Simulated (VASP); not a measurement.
# CoSi2 (R3m) in VASP: single point with PBEsol

Aim: the single point of CoSi2 with PBEsol.

All numbers are computed with VASP 6.6.1; they aren't measurements. Logs are shortened: lines on timing, memory, paths and dates and some standing lists are left out, and cuts for length are marked.

### Step 1. The cell of the first run

It takes space group R3m (No. 160, trigonal). Conventional cell: a = 7.513 Å, b = 7.513 Å, c = 9.202 Å, α = 90.00°, β = 90.00°, γ = 120.00°. Within 2.7 Å of Co (site symmetry 3m) lie 8 Si at 2.08 to 2.30 Å. Within 3.0 Å of Co (site symmetry m) lie 8 Si at 2.30 to 2.38 Å. Si (site symmetry 3m) has 4 Co at 2.08 to 2.38 Å and 6 Si at 2.53 to 2.79 Å within 2.8 Å. Si (site symmetry m) has 4 Co at 2.30 Å and 6 Si at 2.66 Å within 3.0 Å. Si (site symmetry 3m) has 4 Co at 2.30 Å and 6 Si at 2.66 Å within 3.0 Å. Within 3.0 Å of Si (site symmetry m) lie 4 Co at 2.30 Å and 6 Si at 2.53 to 2.79 Å.

### Step 2. Single point, PBEsol (atom 5 (Si) moved +0.225 Å towards its neighbour atom 1 (Co) at 2.300 Å)

The input, INCAR:

```
ALGO = Normal ; EDIFF = 1E-7
ENCUT = 520 ; GGA = PS
ISIF = 2 ; ISMEAR = 0
LASPH = T ; LCHARG = F
LREAL = F ; LWAVE = F
NBANDS = 46 ; NELM = 60
PREC = Accurate ; SIGMA = 0.15
```

The input, KPOINTS:

```
k-points
0
Gamma
  10 10 10
```

The input, POSCAR:

```
CoSi2
1.0
    5.3125079440      0.0000000000      0.0000000000
    0.0000000000     -5.3125079440      0.0000000000
    0.0000000000      0.0000000000     -5.3125079440
Co Si
4 8
Direct
    0.0000000000      0.0000000000      0.0000000000
    0.5000000000      0.5000000000      0.0000000000
    0.5000000000      0.0000000000      0.5000000000
    0.0000000000      0.5000000000      0.5000000000
    0.2255475546      0.2255475546      0.2255475546
    0.7500000000      0.7500000000      0.2500000000
    0.7500000000      0.2500000000      0.7500000000
    0.2500000000      0.7500000000      0.7500000000
    0.7500000000      0.7500000000      0.7500000000
    0.2500000000      0.2500000000      0.7500000000
    0.2500000000      0.7500000000      0.2500000000
    0.7500000000      0.2500000000      0.2500000000
```

Potentials or basis: VASP PAW PBE potentials, release 64 (Co, Si).

On the command line:

```sh
$ cat potpaw_PBE.64/Co/POTCAR potpaw_PBE.64/Si/POTCAR > POTCAR
$ mpirun -np 1 vasp_std > vasp.out
```

OUTCAR:

```text
EDIFF = 1E-7
   ENCUT = 520
   GGA = PS
   ISIF = 2
   ISMEAR = 0
   LASPH = T
   LREAL = F
   NELM = 60
   PREC = Accurate

 ion  position               nearest neighbor table
   1  0.000  0.000  0.000-   5 2.08   6 2.30   7 2.30   8 2.30   9 2.30  10 2.30  11 2.30  12 2.30

   2  0.500  0.500  0.000-   6 2.30   7 2.30   8 2.30   9 2.30  10 2.30  11 2.30  12 2.30   5 2.38

   3  0.500  0.000  0.500-   6 2.30   7 2.30   8 2.30   9 2.30  10 2.30  11 2.30  12 2.30   5 2.38
[... 5 lines left out ...]
   6  0.750  0.750  0.250-   1 2.30   2 2.30   3 2.30   4 2.30   9 2.66  11 2.66  12 2.66   9 2.66
                            12 2.66  11 2.66
   7  0.750  0.250  0.750-   1 2.30   2 2.30   3 2.30   4 2.30   9 2.66  10 2.66  12 2.66  12 2.66
                             9 2.66  10 2.66
   8  0.250  0.750  0.750-   1 2.30   2 2.30   3 2.30   4 2.30   9 2.66  10 2.66  11 2.66  11 2.66
                            10 2.66   9 2.66
   9  0.750  0.750  0.750-   1 2.30   2 2.30   3 2.30   4 2.30   6 2.66   7 2.66   8 2.66   6 2.66
                             7 2.66   8 2.66
  10  0.250  0.250  0.750-   1 2.30   2 2.30   3 2.30   4 2.30   5 2.53   7 2.66   8 2.66   8 2.66
                             7 2.66   5 2.79
  11  0.250  0.750  0.250-   1 2.30   2 2.30   3 2.30   4 2.30   5 2.53   6 2.66   8 2.66   8 2.66
                             6 2.66   5 2.79
  12  0.750  0.250  0.250-   1 2.30   2 2.30   3 2.30   4 2.30   5 2.53   6 2.66   7 2.66   7 2.66
                             6 2.66   5 2.79

  LATTYP: Found a simple cubic cell.
 ALAT       =     5.3125079440

  Lattice vectors:

 A1 = (   5.3125079440,   0.0000000000,   0.0000000000)
 A2 = (   0.0000000000,  -5.3125079440,   0.0000000000)
 A3 = (   0.0000000000,   0.0000000000,  -5.3125079440)

Analysis of symmetry for initial positions (statically):
=====================================================================
 Subroutine PRICEL returns:
 Original cell was already a primitive cell.

 Routine SETGRP: Setting up the symmetry group for a
 simple cubic supercell.

 Subroutine GETGRP returns: Found  6 space group operations
 (whereof  6 operations were pure point group operations)
 out of a pool of 48 trial point group operations.

The static configuration has the point symmetry C_3v.

Analysis of symmetry for dynamics (positions and initial velocities):
=====================================================================
 Subroutine PRICEL returns:
 Original cell was already a primitive cell.

 Routine SETGRP: Setting up the symmetry group for a
 simple cubic supercell.

 Subroutine GETGRP returns: Found  6 space group operations
 (whereof  6 operations were pure point group operations)
 out of a pool of 48 trial point group operations.

The dynamic configuration has the point symmetry C_3v.

 Subroutine INISYM returns: Found  6 space group operations
 (whereof  6 operations are pure point group operations),
 and found     1 'primitive' translations

----------------------------------------------------------------------------------------

                                     Primitive cell

  volume of cell :     149.9335

  direct lattice vectors                    reciprocal lattice vectors
     5.312507944  0.000000000  0.000000000     0.188235013  0.000000000  0.000000000
     0.000000000 -5.312507944  0.000000000     0.000000000 -0.188235013  0.000000000
     0.000000000  0.000000000 -5.312507944     0.000000000  0.000000000 -0.188235013

  length of vectors
     5.312507944  5.312507944  5.312507944     0.188235013  0.188235013  0.188235013

  position of ions in fractional coordinates (direct lattice)
     0.000000000  0.000000000  0.000000000
     0.500000000  0.500000000  0.000000000
     0.500000000  0.000000000  0.500000000
     0.000000000  0.500000000  0.500000000
     0.225547555  0.225547555  0.225547555
     0.750000000  0.750000000  0.250000000
     0.750000000  0.250000000  0.750000000
     0.250000000  0.750000000  0.750000000
     0.750000000  0.750000000  0.750000000
     0.250000000  0.250000000  0.750000000
     0.250000000  0.750000000  0.250000000
     0.750000000  0.250000000  0.250000000

  ion indices of the primitive-cell ions
   primitive index   ion index
                 1           1
                 2           2
                 3           3
                 4           4
                 5           5
                 6           6
                 7           7
                 8           8
                 9           9
                10          10
                11          11
                12          12

----------------------------------------------------------------------------------------

 KPOINTS: k-points

Automatic generation of k-mesh.
 Grid dimensions read from file:
 generate k-points for:   10   10   10

 Generating k-lattice:

  Cartesian coordinates                     Fractional coordinates (reciprocal lattice)
     0.018823501  0.000000000  0.000000000     0.100000000  0.000000000  0.000000000
     0.000000000 -0.018823501  0.000000000     0.000000000  0.100000000  0.000000000
     0.000000000  0.000000000 -0.018823501     0.000000000  0.000000000  0.100000000

  Length of vectors
     0.018823501  0.018823501  0.018823501

  Shift w.r.t. Gamma in fractional coordinates (k-lattice)
     0.000000000  0.000000000  0.000000000

 Subroutine IBZKPT returns following result:
 ===========================================

 Found    116 irreducible k-points:

 Following reciprocal coordinates:
            Coordinates               Weight
  0.000000  0.000000  0.000000      1.000000
  0.100000  0.000000  0.000000      6.000000
  0.200000  0.000000  0.000000      6.000000
  0.300000  0.000000  0.000000      6.000000
  0.400000  0.000000  0.000000      6.000000
  0.500000  0.000000  0.000000      3.000000
[... 16 lines left out ...]
  0.300000  0.300000  0.000000      6.000000
 -0.300000  0.300000  0.000000      6.000000
 [... further k-points ...]
   k-points           NKPTS =    116   k-points in BZ     NKDIM =    116   number of bands    NBANDS=     46
   number of dos      NEDOS =    301   number of ions     NIONS =     12
   total plane-waves  NPLWV =  64000
   dimension x,y,z NGX =    40 NGY =   40 NGZ =   40
   dimension x,y,z NGXF=    80 NGYF=   80 NGZF=   80
   ions per type =               4   8
   NGX,Y,Z   is equivalent  to a cutoff of  12.52, 12.52, 12.52 a.u.
   NGXF,Y,Z  is equivalent  to a cutoff of  25.03, 25.03, 25.03 a.u.
 SYSTEM =  unknown system
   PREC   = accura    normal or accurate (medium, high low for compatibility)
   ISTART =      0    job   : 0-new  1-cont  2-samecut
   ICHARG =      2    charge: 1-file 2-atom 10-const
   ISPIN  =      1    spin polarized calculation?
   LNONCOLLINEAR =      F non collinear calculations
   LSORBIT =      F    spin-orbit coupling
   LASPH  =      T    aspherical Exc in radial PAW
   ENCUT  =  520.0 eV  38.22 Ry    6.18 a.u.   9.88  9.88  9.88*2*pi/ulx,y,z
   NELM   =     60;   NELMIN=  2; NELMDL= -5     # of ELM steps
   EDIFF  = 0.1E-06   stopping-criterion for ELM
   LREAL  =      F    real-space projection
   EDIFFG = 0.1E-05   stopping-criterion for IOM
   NSW    =      0    number of steps for IOM
   IBRION =     -1    ionic relax: 0-MD 1-quasi-New 2-CG
   NFREE  =      0    steps in history (QN), initial steepest desc. (CG)
   ISIF   =      2    stress and relaxation
   ISYM   =      2    0-nonsym 1-usesym 2-fastsym
   POTIM  = 0.5000    time-step for ionic-motion
   TEBEG  =    0.0;   TEEND  =   0.0 temperature during run
   PSTRESS=    0.0 pullay stress
   NELECT =      68.0000    total number of electrons
   NUPDOWN=      -1.0000    fix difference up-down
   EMIN   =  10.00;   EMAX   =-10.00  energy-range for DOS
   EFERMI =   0.00;   METHOD = LEGACY
   ISMEAR =     0;   SIGMA  =   0.15  broadening in eV -4-tet -1-fermi 0-gaus
   EFERMI_NEDOS =   21; number of points for ismear=-14 and -15
   IALGO  =     38    algorithm
   IMIX   =      4    mixing-type and parameters
     AMIX     =   0.40;   BMIX     =  1.00
     AMIX_MAG =   1.60;   BMIX_MAG =  1.00
  volume/ion in A,a.u.               =      12.49        84.32
  Fermi-wavevector in a.u.,A,eV,Ry     =   1.257800  2.376897 21.525240  1.582060
  Thomas-Fermi vector in A             =   2.391441
   LORBIT       =      0    0 simple, 1 ext, 2 COOP (PROOUT), +10 PAW based schemes
   GGA     = PS    functional components
   LHFCALC =     F    Hartree Fock is set to
   AEXX    =    0.0000 exact exchange contribution
   IVDW    =     0    specifies the selected vdW correction
   LEPSILON=     F    determine dielectric tensor
   LRPA    =     F    only Hartree local field effects (RPA)
 non-spin polarized calculation
 Gauss-broadening in eV      SIGMA  =   0.15
  energy-cutoff  :      520.00
  volume of cell :      149.93
 maximum number of plane-waves:      4076
   NGX = 19   NGY = 19   NGZ = 19

 number of electron      67.9999971 magnetization

 Free energy of the ion-electron system (eV)
  ---------------------------------------------------
  ext. energy  EPLUGINS =         0.00000000
  ---------------------------------------------------
  free energy    TOTEN  =       -83.62567175 eV

  energy without entropy =      -83.58066739  energy(sigma->0) =      -83.60316957

 E-fermi :  10.3373     XC(G=0): -11.9649

 val. band max:       10.3313373638   @ k =  -0.4000   0.4000   0.0000
 cond. band min:      10.3447140576   @ k =   0.4000   0.3000   0.2000
 fundamental gap:      0.0133766938
 Fermi energy:        10.3373476450

 k-point     1 :       0.0000    0.0000    0.0000
  band No.  band energies     occupation
      1      -2.9989      2.00000
      2       1.1618      2.00000
      3       1.1876      2.00000
      4       1.1876      2.00000
      5       2.9520      2.00000
      6       2.9520      2.00000
[... 1165 lines left out ...]
     45      15.4751      0.00000
     46      15.5060      0.00000

 [... further k-points ...]

------------------------ aborting loop because EDIFF is reached ----------------------------------------

  FORCE on cell =-STRESS in cart. coord.  units (eV):
  Direction    XX          YY          ZZ          XY          YZ          ZX
  --------------------------------------------------------------------------------------
  -------------------------------------------------------------------------------------
  Total        1.0513278      1.0513278      1.0513278     -1.6653380      1.6653380     -1.6653380
  in kB       11.2344020     11.2344020     11.2344020    -17.7956643     17.7956643    -17.7956643
  external PRESSURE =      11.2344020 kB  Pullay stress =       0.0000000 kB

 VOLUME and BASIS-vectors are now :
 -----------------------------------------------------------------------------
  energy-cutoff  :      520.00
  volume of cell :      149.93
      direct lattice vectors                 reciprocal lattice vectors
     5.312507944  0.000000000  0.000000000     0.188235013  0.000000000  0.000000000
     0.000000000 -5.312507944  0.000000000     0.000000000 -0.188235013  0.000000000
     0.000000000  0.000000000 -5.312507944     0.000000000  0.000000000 -0.188235013

 POSITION                                       TOTAL-FORCE (eV/Angst)
 -----------------------------------------------------------------------------------
      0.00000      0.00000      0.00000        -1.050836      1.050836      1.050836
      2.65625     -2.65625      0.00000        -0.199797      0.199797     -0.133149
      2.65625      0.00000     -2.65625        -0.199797     -0.133149      0.199797
      0.00000     -2.65625     -2.65625         0.133149      0.199797      0.199797
      1.19822     -1.19822     -1.19822         1.853339     -1.853339     -1.853339
      3.98438     -3.98438     -1.32813        -0.071780      0.071780      0.020703
      3.98438     -1.32813     -3.98438        -0.071780      0.020703      0.071780
      1.32813     -3.98438     -3.98438        -0.020703      0.071780      0.071780
      3.98438     -3.98438     -3.98438        -0.061592      0.061592      0.061592
      1.32813     -1.32813     -3.98438         0.040689     -0.040689      0.391581
      1.32813     -3.98438     -1.32813         0.040689      0.391581     -0.040689
      3.98438     -1.32813     -1.32813        -0.391581     -0.040689     -0.040689
 -----------------------------------------------------------------------------------
    total drift:                               -0.000053      0.000053      0.000053

  FREE ENERGIE OF THE ION-ELECTRON SYSTEM (eV)
  ---------------------------------------------------
  free  energy   TOTEN  =       -83.6256717460 eV

  energy  without entropy=      -83.5806673937  energy(sigma->0) =      -83.60316957
```

It took 14 min on 1 thread of Intel Xeon Platinum 8488C (Sapphire Rapids), shared host; peak memory 0.66 GiB.

Results:

```
Free energy            : -83.6257 eV
Pressure               : 1.1 GPa
Largest force          : 3.210 eV/Å
Band gap on the k mesh : zero (bands 34 and 35 overlap by 1.43 eV)
```

Forces on the atoms (eV/Å):
```
Co  -1.051  1.051  1.051
Co  -0.200  0.200 -0.133
Co  -0.200 -0.133  0.200
Co   0.133  0.200  0.200
Si   1.853 -1.853 -1.853
Si  -0.072  0.072  0.021
Si  -0.072  0.021  0.072
Si  -0.021  0.072  0.072
Si  -0.062  0.062  0.062
Si   0.041 -0.041  0.392
Si   0.041  0.392 -0.041
Si  -0.392 -0.041 -0.041
```

Caveat: the cell differs from its parent crystal (atom 5 (Si) moved +0.225 Å towards its neighbour atom 1 (Co) at 2.300 Å); the PAW data sets were made with another functional, which shifts forces and pressure a little; the run has no spin polarisation, though such a crystal can be magnetic. Spin polarisation is off, so any magnetic state and its effect on volume and gap are missing.
